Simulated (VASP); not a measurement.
# NaH (Fm-3m) in VASP: notebook

Runs on NaH. Level: PBEsol. Tasks: elastic constants.

Program: VASP 6.6.1. These are calculated values, not measurements. Logs are shortened: lines on timing, memory, paths and dates and some standing lists are left out, and cuts for length are marked.

### Step 1. The cell of the first run

It takes space group Fm-3m (No. 225, cubic). Conventional cell: a = 4.678 Å, b = 4.678 Å, c = 4.678 Å, α = 90.00°, β = 90.00°, γ = 90.00°. Within 3.1 Å of Na (site symmetry m-3m) lie 6 H at 2.34 Å. Within 3.1 Å of H (site symmetry m-3m) lie 6 Na at 2.34 Å.

### Step 2. Elastic constants, PBEsol

INCAR reads:

```
PREC = Accurate
ENCUT = 600
EDIFF = 1E-8
ISMEAR = 0
SIGMA = 0.01
LREAL = F
LASPH = T
NELM = 80
ALGO = Normal
ISIF = 3
LWAVE = F
LCHARG = T
GGA = PS
IBRION = 6
NFREE = 2
POTIM = 0.015
NSW = 1
```

KPOINTS reads:

```
regular mesh
0
Gamma
  8 8 8
```

POSCAR reads:

```
NaH
1.0
    0.0000000000      2.3389700898      2.3389700898
    2.3389700898      0.0000000000      2.3389700898
    2.3389700898      2.3389700898      0.0000000000
Na H
1 1
Direct
    0.0000000000      0.0000000000      0.0000000000
    0.5000000000      0.5000000000      0.5000000000
```

Potentials or basis: VASP PAW PBE potentials, release 64 (Na_pv, H).

Run with:

```
$ cat potpaw_PBE.64/Na_pv/POTCAR potpaw_PBE.64/H/POTCAR > POTCAR
$ mpirun -np 1 vasp_std > vasp.out
```

OUTCAR:

```text
PREC = Accurate
   ENCUT = 600
   EDIFF = 1E-8
   ISMEAR = 0
   LREAL = F
   LASPH = T
   NELM = 80
   ISIF = 3
   GGA = PS
   IBRION = 6
   NFREE = 2
   POTIM = 0.015
   NSW = 1

 ion  position               nearest neighbor table
   1  0.000  0.000  0.000-
   2  0.500  0.500  0.500-

  LATTYP: Found a face centered cubic cell.
 ALAT       =     4.6779401796

  Lattice vectors:

 A1 = (   0.0000000000,   2.3389700898,   2.3389700898)
 A2 = (   2.3389700898,   0.0000000000,   2.3389700898)
 A3 = (   2.3389700898,   2.3389700898,   0.0000000000)

Analysis of symmetry for initial positions (statically):
=====================================================================
 Subroutine PRICEL returns:
 Original cell was already a primitive cell.

 Routine SETGRP: Setting up the symmetry group for a
 face centered cubic supercell.

 Subroutine GETGRP returns: Found 48 space group operations
 (whereof 48 operations were pure point group operations)
 out of a pool of 48 trial point group operations.

The static configuration has the point symmetry O_h .

Analysis of symmetry for dynamics (positions and initial velocities):
=====================================================================
 Subroutine PRICEL returns:
 Original cell was already a primitive cell.

 Routine SETGRP: Setting up the symmetry group for a
 face centered cubic supercell.

 Subroutine GETGRP returns: Found 48 space group operations
 (whereof 48 operations were pure point group operations)
 out of a pool of 48 trial point group operations.

The dynamic configuration has the point symmetry O_h .

 Subroutine INISYM returns: Found 48 space group operations
 (whereof 48 operations are pure point group operations),
 and found     1 'primitive' translations

----------------------------------------------------------------------------------------

                                     Primitive cell

  volume of cell :      25.5920

  direct lattice vectors                    reciprocal lattice vectors
     0.000000000  2.338970090  2.338970090    -0.213769301  0.213769301  0.213769301
     2.338970090  0.000000000  2.338970090     0.213769301 -0.213769301  0.213769301
     2.338970090  2.338970090  0.000000000     0.213769301  0.213769301 -0.213769301

  length of vectors
     3.307803223  3.307803223  3.307803223     0.370259290  0.370259290  0.370259290

  position of ions in fractional coordinates (direct lattice)
     0.000000000  0.000000000  0.000000000
     0.500000000  0.500000000  0.500000000

  ion indices of the primitive-cell ions
   primitive index   ion index
                 1           1
                 2           2

----------------------------------------------------------------------------------------

 KPOINTS: regular mesh

Automatic generation of k-mesh.
 Grid dimensions read from file:
 generate k-points for:    8    8    8

 Generating k-lattice:
[... 99 lines left out ...]
 NGX is ok and might be reduce to    28
   NGX = 13   NGY = 13   NGZ = 13

--------------------------------------- Ionic step        1  -------------------------------------------

 number of electron       8.0000007 magnetization

 Free energy of the ion-electron system (eV)
  ---------------------------------------------------
  ext. energy  EPLUGINS =         0.00000000
  ---------------------------------------------------
  free energy    TOTEN  =        -5.07428613 eV

  energy without entropy =       -5.07428613  energy(sigma->0) =       -5.07428613

------------------------ aborting loop because EDIFF is reached ----------------------------------------

  FORCE on cell =-STRESS in cart. coord.  units (eV):
  Direction    XX          YY          ZZ          XY          YZ          ZX
  --------------------------------------------------------------------------------------
  -------------------------------------------------------------------------------------
  Total        0.3216181      0.3216181      0.3216181      0.0000000     -0.0000000      0.0000000
  in kB       20.1347862     20.1347862     20.1347862      0.0000000     -0.0000000      0.0000000
  external PRESSURE =      20.1347862 kB  Pullay stress =       0.0000000 kB
[... 89 lines left out ...]
  FREE ENERGIE OF THE ION-ELECTRON SYSTEM (eV)
  ---------------------------------------------------
  free  energy   TOTEN  =        -5.0682728043 eV

  energy  without entropy=       -5.0682728043  energy(sigma->0) =       -5.06827280

[... ionic steps 4 to 14 ...]

--------------------------------------- Ionic step       15  -------------------------------------------

 number of electron       8.0000003 magnetization

------------------------ aborting loop because EDIFF is reached ----------------------------------------
[... 67 lines left out ...]
--------------------------------------- Ionic step       17  -------------------------------------------

 number of electron       8.0000007 magnetization

 Free energy of the ion-electron system (eV)
  ---------------------------------------------------
  ext. energy  EPLUGINS =         0.00000000
  ---------------------------------------------------
  free energy    TOTEN  =        -5.07414514 eV

  energy without entropy =       -5.07414514  energy(sigma->0) =       -5.07414514

 E-fermi :  -0.6805     XC(G=0):  -8.2298

 val. band max:       -0.7653946075   @ k =   0.5000   0.2500  -0.2500
 cond. band min:       2.9523401964   @ k =   0.5000   0.0000   0.0000
 fundamental gap:      3.7177348039
 Fermi energy:        -0.6804781842

 k-point     1 :       0.0000    0.0000    0.0000
  band No.  band energies     occupation
      1     -22.6066      2.00000
      2     -22.6066      2.00000
      3     -22.6066      2.00000
      4      -4.7768      2.00000
      5      10.5353      0.00000
      6      15.3643      0.00000
      7      15.3643      0.00000
      8      15.3654      0.00000
[... 243 lines left out ...]
 k-point    24 :      -0.3750    0.2500    0.1250
  band No.  band energies     occupation
      1     -22.7202      2.00000
      2     -22.6555      2.00000
      3     -22.6330      2.00000
      4      -1.3032      2.00000
      5       3.7814      0.00000
      6       7.2425      0.00000
      7      10.7355      0.00000
      8      14.9673      0.00000

 [... further k-points ...]
[... 5 lines left out ...]
  --------------------------------------------------------------------------------------
  -------------------------------------------------------------------------------------
  Total        0.3231473      0.3214752      0.3214752      0.0000000     -0.0000000      0.0000000
  in kB       20.2305252     20.1258405     20.1258405      0.0000000     -0.0000000      0.0000000
  external PRESSURE =      20.1607354 kB  Pullay stress =       0.0000000 kB
[... 17 lines left out ...]
  FREE ENERGIE OF THE ION-ELECTRON SYSTEM (eV)
  ---------------------------------------------------
  free  energy   TOTEN  =        -5.0741451374 eV

  energy  without entropy=       -5.0741451374  energy(sigma->0) =       -5.07414514

 INTERNAL STRAIN TENSORS FROM STRAINED CELLS
 ============================================

 INTERNAL STRAIN TENSOR FOR ION    1 for displacements in x,y,z  (eV/Angst):
          X           Y           Z          XY          YZ          ZX
  --------------------------------------------------------------------------------
  x     0.00000     0.00000     0.00000     0.00000    -0.00000    -0.00000
  y     0.00000    -0.00000    -0.00000    -0.00000    -0.00000    -0.00000
  z    -0.00000    -0.00000     0.00000     0.00000     0.00000     0.00000

 INTERNAL STRAIN TENSORS FROM DISPLACED ATOMS
 ============================================

 INTERNAL STRAIN TENSOR FOR ION    1 for displacements in x,y,z  (eV/Angst):
          X           Y           Z          XY          YZ          ZX
  --------------------------------------------------------------------------------
  x     0.00000     0.00000     0.00000     0.00000     0.00000     0.00000
  y     0.00000     0.00000     0.00000     0.00000     0.00000     0.00000
  z     0.00000     0.00000     0.00000     0.00000     0.00000     0.00000

 INTERNAL STRAIN TENSOR FOR ION    2 for displacements in x,y,z  (eV/Angst):
          X           Y           Z          XY          YZ          ZX
  --------------------------------------------------------------------------------
  x     0.00000     0.00000     0.00000     0.00000     0.00000     0.00000
  y     0.00000     0.00000     0.00000     0.00000     0.00000     0.00000
  z     0.00000     0.00000     0.00000     0.00000     0.00000     0.00000

 Eigenvectors and eigenvalues of the dynamical matrix
 ----------------------------------------------------

   1 f  =   17.903963 THz   112.493916 2PiTHz  597.211916 cm-1    74.044807 meV
             X         Y         Z           dx          dy          dz
      0.000000  0.000000  0.000000    -0.176154   -0.106259   -0.000000
      2.338970  2.338970  2.338970     0.837959    0.505473   -0.000000
[... 21 lines left out ...]
   6 f/i=    0.028441 THz     0.178702 2PiTHz    0.948700 cm-1     0.117624 meV
             X         Y         Z           dx          dy          dz
      0.000000  0.000000  0.000000     0.277558   -0.130974   -0.929239
      2.338970  2.338970  2.338970     0.058348   -0.027533   -0.195343

--------------------------------------------------------------------------------------------------------

 ELASTIC MODULI CONTR FROM IONIC RELAXATION (kBar)
 Direction    XX          YY          ZZ          XY          YZ          ZX
 --------------------------------------------------------------------------------
 XX           0.0000      0.0000      0.0000      0.0000      0.0000      0.0000
 YY           0.0000      0.0000      0.0000      0.0000      0.0000      0.0000
 ZZ           0.0000      0.0000      0.0000      0.0000      0.0000      0.0000
 XY           0.0000      0.0000      0.0000      0.0000      0.0000      0.0000
 YZ           0.0000      0.0000      0.0000      0.0000      0.0000      0.0000
 ZX           0.0000      0.0000      0.0000      0.0000      0.0000      0.0000
 --------------------------------------------------------------------------------

 TOTAL ELASTIC MODULI (kBar)
 Direction    XX          YY          ZZ          XY          YZ          ZX
 --------------------------------------------------------------------------------
 XX         612.5608    132.4420    132.4420      0.0000     -0.0000     -0.0000
 YY         132.4420    612.5608    132.4420      0.0000     -0.0000      0.0000
 ZZ         132.4420    132.4420    612.5608     -0.0000      0.0000     -0.0000
 XY           0.0000      0.0000     -0.0000    237.2747     -0.0000     -0.0000
 YZ          -0.0000     -0.0000      0.0000     -0.0000    237.2747     -0.0000
 ZX          -0.0000      0.0000     -0.0000     -0.0000     -0.0000    237.2747
 --------------------------------------------------------------------------------
```

It took 94 s on 1 thread of Intel Xeon 6975P-C (Granite Rapids), shared host; peak memory 0.21 GiB.

Results:

```
Elastic constants C11, C12, C44                         : 61, 13, 24 GPa
Voigt bulk modulus                                      : 29 GPa
Highest phonon frequency at Γ, LO-TO splitting left out : 597 cm⁻¹
```

Phonon frequencies in cm⁻¹ (negative: imaginary):
```tsv
q point	frequencies
(0.000, 0.000, 0.000)	-1 -1 -1 597 597 597
```

Elastic tensor in Voigt notation (GPa, in the Cartesian axes of the cell as first typed):
```
61 13 13  0  0  0
13 61 13  0  0  0
13 13 61  0  0  0
 0  0  0 24  0  0
 0  0  0  0 24  0
 0  0  0  0  0 24
```

Clamped-ion elastic tensor (GPa):
```
61 13 13  0  0  0
13 61 13  0  0  0
13 13 61  0  0  0
 0  0  0 24  0  0
 0  0  0  0 24  0
 0  0  0  0  0 24
```

Caveat: the cell is under stress, which shifts elastic constants; the PAW data sets were made with another functional, which shifts forces and pressure a little.

### Step 3. Elastic constants, PBEsol

This run uses another cell than the first one, of 13.23 Å³/atom, 1.034 times its volume.

INCAR: that of step 2 with these lines changed.

```diff
@@ -7,3 +7,3 @@
 LASPH = T
-NELM = 80
+NELM = 100
 ALGO = Normal
@@ -13,2 +13,3 @@
 GGA = PS
+NBANDS = 11
 IBRION = 6
```

KPOINTS is that of step 2.

POSCAR reads:

```
NaH
1.0
    0.0000000000      2.3650085200      2.3650085200
    2.3650085200      0.0000000000      2.3650085200
    2.3650085200      2.3650085200      0.0000000000
Na H
1 1
Direct
    0.0000000000      0.0000000000      0.0000000000
    0.5000000000      0.5000000000      0.5000000000
```

Potentials or basis: VASP PAW PBE potentials, release 64 (Na_pv, H).

Run with:

```
$ cat potpaw_PBE.64/Na_pv/POTCAR potpaw_PBE.64/H/POTCAR > POTCAR
$ mpirun -np 1 vasp_std > vasp.out
```

Wall time 2.2 min (1 thread of Intel Xeon 6975P-C (Granite Rapids), shared host); peak memory 0.22 GiB.

It converged, with:

```yaml
Elastic_constants_C11_C12_C44: 55, 13, 23 GPa
Voigt_bulk_modulus: 27 GPa
Highest_phonon_frequency_at_Γ_LO-TO_splitting_left_out: 563 cm⁻¹
```

Phonon frequencies in cm⁻¹ (negative: imaginary):
```csv
q point,frequencies
"(0.000, 0.000, 0.000)",0 0 0 563 563 563
```

Elastic tensor in Voigt notation (GPa, in the Cartesian axes of the cell as first typed):
```
55 13 13  0  0  0
13 55 13  0  0  0
13 13 55  0  0  0
 0  0  0 23  0  0
 0  0  0  0 23  0
 0  0  0  0  0 23
```

Clamped-ion elastic tensor (GPa):
```
55 13 13  0  0  0
13 55 13  0  0  0
13 13 55  0  0  0
 0  0  0 23  0  0
 0  0  0  0 23  0
 0  0  0  0  0 23
```

Caveat: the cell is under stress, which shifts elastic constants; the PAW data sets were made with another functional, which shifts forces and pressure a little.

### Step 4. Elastic constants, PBEsol

This run uses another cell than the first one, of 13.75 Å³/atom, 1.075 times its volume.

INCAR reads:

```
SYSTEM = NaH
PREC = Accurate
ENCUT = 600
EDIFF = 1E-8
ISMEAR = 0
SIGMA = 0.01
LREAL = .False.
LASPH = .True.
NELM = 100
ALGO = Normal
ISIF = 3
LWAVE = .False.
LCHARG = .False.
GGA = PS
IBRION = 6
NFREE = 2
POTIM = 0.015
NSW = 1
```

KPOINTS reads:

```
regular mesh
0
Gamma
  8 8 8
  0 0 0
```

POSCAR reads:

```
NaH
1.0
    0.0000000000      2.3956745027      2.3956745027
    2.3956745027      0.0000000000      2.3956745027
    2.3956745027      2.3956745027      0.0000000000
Na H
1 1
Direct
    0.0000000000      0.0000000000      0.0000000000
    0.5000000000      0.5000000000      0.5000000000
```

Run with:

```
$ cat potpaw_PBE.64/Na_pv/POTCAR potpaw_PBE.64/H/POTCAR > POTCAR
$ mpirun -np 1 vasp_std > vasp.out
```

It took 97 s on 1 thread of Intel Xeon 6975P-C (Granite Rapids), shared host; peak memory 0.22 GiB.

It converged, with:

- Elastic constants C11, C12, C44: 48, 12, 22 GPa
- Voigt bulk modulus: 24 GPa
- Highest phonon frequency at Γ, LO-TO splitting left out: 525 cm⁻¹

Phonon frequencies in cm⁻¹ (negative: imaginary):
```
              q point           frequencies
(0.000, 0.000, 0.000)  -1 -1 -1 525 525 525
```

Elastic tensor in Voigt notation (GPa, in the Cartesian axes of the cell as first typed):
```
48 12 12  0  0  0
12 48 12  0  0  0
12 12 48  0  0  0
 0  0  0 22  0  0
 0  0  0  0 22  0
 0  0  0  0  0 22
```

Clamped-ion elastic tensor (GPa):
```
48 12 12  0  0  0
12 48 12  0  0  0
12 12 48  0  0  0
 0  0  0 22  0  0
 0  0  0  0 22  0
 0  0  0  0  0 22
```

Caveat: the PAW data sets were made with another functional, which shifts forces and pressure a little.
